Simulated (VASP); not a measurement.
# Ir (Fm-3m) in VASP: notebook

Ir is run at these levels: PBEsol; tasks: single point, relaxation of cell and atoms.

All numbers are computed with VASP 6.6.1; they aren't measurements. Logs are shortened: lines on timing, memory, paths and dates and some standing lists are left out, and cuts for length are marked.

**1. The cell of the first run**

The structure is cubic, space group Fm-3m (No. 225). The conventional cell has a = 3.831 Å, b = 3.831 Å, c = 3.831 Å, α = 90.00°, β = 90.00°, γ = 90.00°. Within 3.6 Å of Ir (site symmetry m-3m) lie 12 Ir at 2.71 Å.

**2. Single point, PBEsol**

INCAR

```
SYSTEM = Ir
PREC = Accurate ; ENCUT = 520
EDIFF = 1E-7 ; ISMEAR = 0
SIGMA = 0.05 ; LREAL = .False.
LASPH = .True. ; NELM = 80
ALGO = Normal ; ISIF = 2
LWAVE = .False. ; LCHARG = .False.
GGA = PS ; NBANDS = 10
```

KPOINTS

```
Automatic mesh
0
Gamma
  19 19 19
  0 0 0
```

POSCAR

```
Ir
1.0
    2.7086371203      0.0000000000      0.0000000000
    1.3543185601      2.3457485558      0.0000000000
    1.3543185601      0.7819161853      2.2115929477
Ir
1
Direct
    0.0000000000      0.0000000000      0.0000000000
```

Potentials or basis: VASP PAW PBE potentials, release 64 (Ir).

Command:

```console
cat potpaw_PBE.64/Ir/POTCAR > POTCAR
mpirun -np 1 vasp_std > vasp.out
```

OUTCAR:

```text
SYSTEM = Ir
   PREC = Accurate
   ENCUT = 520
   EDIFF = 1E-7
   ISMEAR = 0
   LREAL = .False.
   LASPH = .True.
   NELM = 80
   ISIF = 2
   GGA = PS

 ion  position               nearest neighbor table
   1  0.000  0.000  0.000-

  LATTYP: Found a face centered cubic cell.
 ALAT       =     3.8305913510

  Lattice vectors:

 A1 = (   2.7086371203,   0.0000000000,   0.0000000000)
 A2 = (   1.3543185601,   2.3457485558,   0.0000000000)
 A3 = (   1.3543185601,   0.7819161853,   2.2115929477)

Analysis of symmetry for initial positions (statically):
=====================================================================
 Subroutine PRICEL returns:
 Original cell was already a primitive cell.

 Routine SETGRP: Setting up the symmetry group for a
 face centered cubic supercell.

 Subroutine GETGRP returns: Found 48 space group operations
 (whereof 48 operations were pure point group operations)
 out of a pool of 48 trial point group operations.

The static configuration has the point symmetry O_h .

Analysis of symmetry for dynamics (positions and initial velocities):
=====================================================================
 Subroutine PRICEL returns:
 Original cell was already a primitive cell.

 Routine SETGRP: Setting up the symmetry group for a
 face centered cubic supercell.

 Subroutine GETGRP returns: Found 48 space group operations
 (whereof 48 operations were pure point group operations)
 out of a pool of 48 trial point group operations.

The dynamic configuration has the point symmetry O_h .

 Subroutine INISYM returns: Found 48 space group operations
 (whereof 48 operations are pure point group operations),
 and found     1 'primitive' translations

----------------------------------------------------------------------------------------

                                     Primitive cell

  volume of cell :      14.0520

  direct lattice vectors                    reciprocal lattice vectors
     2.708637120  0.000000000  0.000000000     0.369189358 -0.213151575 -0.150720924
     1.354318560  2.345748556  0.000000000     0.000000000  0.426303151 -0.150720924
     1.354318560  0.781916185  2.211592948     0.000000000  0.000000000  0.452162773

  length of vectors
     2.708637120  2.708637120  2.708637120     0.452162773  0.452162773  0.452162773

  position of ions in fractional coordinates (direct lattice)
     0.000000000  0.000000000  0.000000000

  ion indices of the primitive-cell ions
   primitive index   ion index
                 1           1

----------------------------------------------------------------------------------------

 KPOINTS: Automatic mesh

Automatic generation of k-mesh.
 Grid dimensions read from file:
 generate k-points for:   19   19   19

 Generating k-lattice:

  Cartesian coordinates                     Fractional coordinates (reciprocal lattice)
     0.019431019 -0.011218504 -0.007932680     0.052631579  0.000000000 -0.000000000
     0.000000000  0.022437008 -0.007932680     0.000000000  0.052631579  0.000000000
     0.000000000  0.000000000  0.023798041     0.000000000  0.000000000  0.052631579

  Length of vectors
     0.023798041  0.023798041  0.023798041

  Shift w.r.t. Gamma in fractional coordinates (k-lattice)
     0.000000000  0.000000000  0.000000000

 Subroutine IBZKPT returns following result:
 ===========================================

 Found    220 irreducible k-points:

 Following reciprocal coordinates:
            Coordinates               Weight
  0.000000  0.000000  0.000000      1.000000
  0.052632 -0.000000  0.000000      8.000000
  0.105263 -0.000000  0.000000      8.000000
  0.157895 -0.000000  0.000000      8.000000
  0.210526  0.000000  0.000000      8.000000
  0.263158 -0.000000  0.000000      8.000000
[... 16 lines left out ...]
 -0.315789  0.052632 -0.000000     24.000000
 -0.263158  0.052632 -0.000000     24.000000
 [... further k-points ...]
   k-points           NKPTS =    220   k-points in BZ     NKDIM =    220   number of bands    NBANDS=     10
   number of dos      NEDOS =    301   number of ions     NIONS =      1
   total plane-waves  NPLWV =   8000
   dimension x,y,z NGX =    20 NGY =   20 NGZ =   20
   dimension x,y,z NGXF=    40 NGYF=   40 NGZF=   40
   ions per type =               1
   NGX,Y,Z   is equivalent  to a cutoff of  12.28, 12.28, 12.28 a.u.
   NGXF,Y,Z  is equivalent  to a cutoff of  24.55, 24.55, 24.55 a.u.
 SYSTEM =  Ir
   PREC   = accura    normal or accurate (medium, high low for compatibility)
   ISTART =      0    job   : 0-new  1-cont  2-samecut
   ICHARG =      2    charge: 1-file 2-atom 10-const
   ISPIN  =      1    spin polarized calculation?
   LNONCOLLINEAR =      F non collinear calculations
   LSORBIT =      F    spin-orbit coupling
   LASPH  =      T    aspherical Exc in radial PAW
   ENCUT  =  520.0 eV  38.22 Ry    6.18 a.u.   5.04  5.04  5.04*2*pi/ulx,y,z
   NELM   =     80;   NELMIN=  2; NELMDL= -5     # of ELM steps
   EDIFF  = 0.1E-06   stopping-criterion for ELM
   LREAL  =      F    real-space projection
   EDIFFG = 0.1E-05   stopping-criterion for IOM
   NSW    =      0    number of steps for IOM
   IBRION =     -1    ionic relax: 0-MD 1-quasi-New 2-CG
   NFREE  =      0    steps in history (QN), initial steepest desc. (CG)
   ISIF   =      2    stress and relaxation
   ISYM   =      2    0-nonsym 1-usesym 2-fastsym
   POTIM  = 0.5000    time-step for ionic-motion
   TEBEG  =    0.0;   TEEND  =   0.0 temperature during run
   PSTRESS=    0.0 pullay stress
   NELECT =       9.0000    total number of electrons
   NUPDOWN=      -1.0000    fix difference up-down
   EMIN   =  10.00;   EMAX   =-10.00  energy-range for DOS
   EFERMI =   0.00;   METHOD = LEGACY
   ISMEAR =     0;   SIGMA  =   0.05  broadening in eV -4-tet -1-fermi 0-gaus
   EFERMI_NEDOS =   21; number of points for ismear=-14 and -15
   IALGO  =     38    algorithm
   IMIX   =      4    mixing-type and parameters
     AMIX     =   0.40;   BMIX     =  1.00
     AMIX_MAG =   1.60;   BMIX_MAG =  1.00
  volume/ion in A,a.u.               =      14.05        94.83
  Fermi-wavevector in a.u.,A,eV,Ry     =   1.411161  2.666707 27.094300  1.991375
  Thomas-Fermi vector in A             =   2.533041
   LORBIT       =      0    0 simple, 1 ext, 2 COOP (PROOUT), +10 PAW based schemes
   GGA     = PS    functional components
   LHFCALC =     F    Hartree Fock is set to
   AEXX    =    0.0000 exact exchange contribution
   IVDW    =     0    specifies the selected vdW correction
   LEPSILON=     F    determine dielectric tensor
   LRPA    =     F    only Hartree local field effects (RPA)
 non-spin polarized calculation
 Gauss-broadening in eV      SIGMA  =   0.05
  energy-cutoff  :      520.00
  volume of cell :       14.05
 maximum number of plane-waves:       388
   NGX =  9   NGY =  9   NGZ =  9

 number of electron       9.0000000 magnetization

 Free energy of the ion-electron system (eV)
  ---------------------------------------------------
  ext. energy  EPLUGINS =         0.00000000
  ---------------------------------------------------
  free energy    TOTEN  =        -9.81245787 eV

  energy without entropy =       -9.81077838  energy(sigma->0) =       -9.81161813

 E-fermi :  10.3458     XC(G=0): -14.1408

 val. band max:       10.3443273727   @ k =  -0.1579   0.1579   0.0526
 cond. band min:      10.3498081478   @ k =   0.4737   0.3684   0.0000
 fundamental gap:      0.0054807752
 Fermi energy:        10.3457718015

 k-point     1 :       0.0000    0.0000    0.0000
  band No.  band energies     occupation
      1      -0.9004      2.00000
      2       6.4223      2.00000
      3       6.4223      2.00000
      4       6.4223      2.00000
      5       9.1674      2.00000
      6       9.1674      2.00000
      7      24.6687      0.00000
      8      30.2826      0.00000
      9      30.2826      0.00000
     10      30.2826      0.00000

 k-point     2 :       0.0526   -0.0000    0.0000
  band No.  band energies     occupation
      1      -0.7759      2.00000
      2       6.3545      2.00000
      3       6.4771      2.00000
      4       6.4771      2.00000
      5       9.1313      2.00000
      6       9.1313      2.00000
      7      24.8861      0.00000
      8      29.5962      0.00000
      9      30.4885      0.00000
     10      30.4885      0.00000

 k-point     3 :       0.1053   -0.0000    0.0000
  band No.  band energies     occupation
      1      -0.4135      2.00000
      2       6.1773      2.00000
      3       6.6229      2.00000
      4       6.6229      2.00000
      5       9.0489      2.00000
      6       9.0489      2.00000
      7      25.4896      0.00000
      8      28.2264      0.00000
      9      31.0888      0.00000
     10      31.0888      0.00000

 k-point     4 :       0.1579   -0.0000    0.0000
  band No.  band energies     occupation
      1       0.1478      2.00000
      2       5.9656      2.00000
      3       6.7974      2.00000
      4       6.7974      2.00000
      5       9.0012      2.00000
      6       9.0012      2.00000
      7      26.2459      0.00000
      8      26.8301      0.00000
      9      32.0330      0.00000
     10      32.0330      0.00000
[... 222 lines left out ...]
 k-point    22 :      -0.3684    0.0526   -0.0000
  band No.  band energies     occupation
      1       2.2471      2.00000
      2       6.4228      2.00000
      3       6.5548      2.00000
      4       7.5919      2.00000
      5      10.3976      0.14261
      6      11.2233      0.00000
      7      19.9735      0.00000
      8      25.1609      0.00000
      9      30.6142      0.00000
     10      32.1410      0.00000

 k-point    23 :      -0.3158    0.0526   -0.0000
  band No.  band energies     occupation
      1       2.1208      2.00000
      2       6.5438      2.00000
      3       6.6737      2.00000
      4       6.7156      2.00000
      5       9.7922      2.00000
      6      10.6611      0.00000
      7      21.7180      0.00000
      8      26.0141      0.00000
      9      31.5960      0.00000
     10      33.8331      0.00000

 k-point    24 :      -0.2632    0.0526   -0.0000
  band No.  band energies     occupation
      1       1.7623      2.00000
      2       5.9553      2.00000
      3       6.7904      2.00000
      4       6.8859      2.00000
      5       9.2191      2.00000
      6      10.0885      2.00000
      7      23.3671      0.00000
      8      26.9656      0.00000
      9      32.5526      0.00000
     10      33.8949      0.00000

 [... further k-points ...]

------------------------ aborting loop because EDIFF is reached ----------------------------------------

  FORCE on cell =-STRESS in cart. coord.  units (eV):
  Direction    XX          YY          ZZ          XY          YZ          ZX
  --------------------------------------------------------------------------------------
  -------------------------------------------------------------------------------------
  Total        0.0911858      0.0911858      0.0911858     -0.0000000      0.0000000     -0.0000000
  in kB       10.3968189     10.3968189     10.3968189     -0.0000000      0.0000000     -0.0000000
  external PRESSURE =      10.3968189 kB  Pullay stress =       0.0000000 kB

 VOLUME and BASIS-vectors are now :
 -----------------------------------------------------------------------------
  energy-cutoff  :      520.00
  volume of cell :       14.05
      direct lattice vectors                 reciprocal lattice vectors
     2.708637120  0.000000000  0.000000000     0.369189358 -0.213151575 -0.150720924
     1.354318560  2.345748556  0.000000000     0.000000000  0.426303151 -0.150720924
     1.354318560  0.781916185  2.211592948     0.000000000  0.000000000  0.452162773

 POSITION                                       TOTAL-FORCE (eV/Angst)
 -----------------------------------------------------------------------------------
      0.00000      0.00000      0.00000         0.000000      0.000000      0.000000
 -----------------------------------------------------------------------------------
    total drift:                               -0.000000     -0.000000     -0.000000

  FREE ENERGIE OF THE ION-ELECTRON SYSTEM (eV)
  ---------------------------------------------------
  free  energy   TOTEN  =        -9.8124578735 eV

  energy  without entropy=       -9.8107783792  energy(sigma->0) =       -9.81161813
```

It took 11 s on 1 thread of AMD EPYC 9R45 (Zen 5), shared host; peak memory 0.12 GiB.

Results:

```
Free energy            : -9.8125 eV
Pressure               : 1.0 GPa
Band gap on the k mesh : zero (an odd number of electrons rules out a gap without spin polarisation)
```

Caveat: the PAW data sets were made with another functional, which shifts forces and pressure a little; spin-orbit coupling is left out, which moves the levels of the heavy elements.

**3. Relaxation of cell and atoms, PBEsol**

INCAR

```
SYSTEM = Ir
PREC = Accurate
ENCUT = 600
EDIFF = 1E-6
ISMEAR = 0
SIGMA = 0.05
LREAL = .False.
LASPH = .True.
NELM = 100
ALGO = Normal
ISIF = 3
LWAVE = .False.
LCHARG = .False.
GGA = PS
IBRION = 2
NSW = 60
EDIFFG = -0.03
```

KPOINTS

```
regular mesh
0
Gamma
  19 19 19
  0 0 0
```

POSCAR

```
Ir
1.0
    2.7090680000      0.0000000000      0.0000000000
    1.3545340000      2.3461217086      0.0000000000
    1.3545340000      0.7820405695      2.2119447595
Ir
1
Direct
    0.0000000000      0.0000000000      0.0000000000
```

Potentials or basis: VASP PAW PBE potentials, release 64 (Ir).

Command:

```console
cat potpaw_PBE.64/Ir/POTCAR > POTCAR
mpirun -np 1 vasp_std > vasp.out
```

It took 27 s on 1 thread of AMD EPYC 9R45 (Zen 5), shared host; peak memory 0.14 GiB.

Results (log left out):

```yaml
Free_energy: -9.8126 eV
Relaxed_volume: 14.09 Å³/atom
Relaxed_cell: a = 2.711 Å, b = 2.711 Å, c = 2.711 Å, α = 60.00°, β = 60.00°, γ = 60.00°
Space_group_after_relaxing_to_0.1_Å: Fm-3m (No. 225)
Energy_gained_by_relaxing: 0.1 meV/atom
Ionic_steps: 3
Pressure_after_relaxing: 0.0 GPa
Band_gap_on_the_k_mesh: zero (an odd number of electrons rules out a gap without spin polarisation)
```

Final structure:
```cif
data_structure
_symmetry_space_group_name_H-M 'P 1'
_symmetry_Int_Tables_number 1
_cell_length_a 2.7112
_cell_length_b 2.7112
_cell_length_c 2.7112
_cell_angle_alpha 60.000
_cell_angle_beta 60.000
_cell_angle_gamma 60.000
_cell_volume 14.09
loop_
_atom_site_label
_atom_site_type_symbol
_atom_site_fract_x
_atom_site_fract_y
_atom_site_fract_z
_atom_site_occupancy
Ir1 Ir 0.00000 0.00000 0.00000 1
```

Levels at points of the mesh, in eV from the Fermi level:
```csv
k point,band 1,band 2,band 3,band 4,band 5,band 6,band 7,band 8
"(0.00, 0.00, 0.00)",-11.22,-3.91,-3.91,-3.91,-1.17,-1.17,14.33,19.93
```

Caveat: the PAW data sets were made with another functional, which shifts forces and pressure a little; spin-orbit coupling is left out, which moves the levels of the heavy elements.
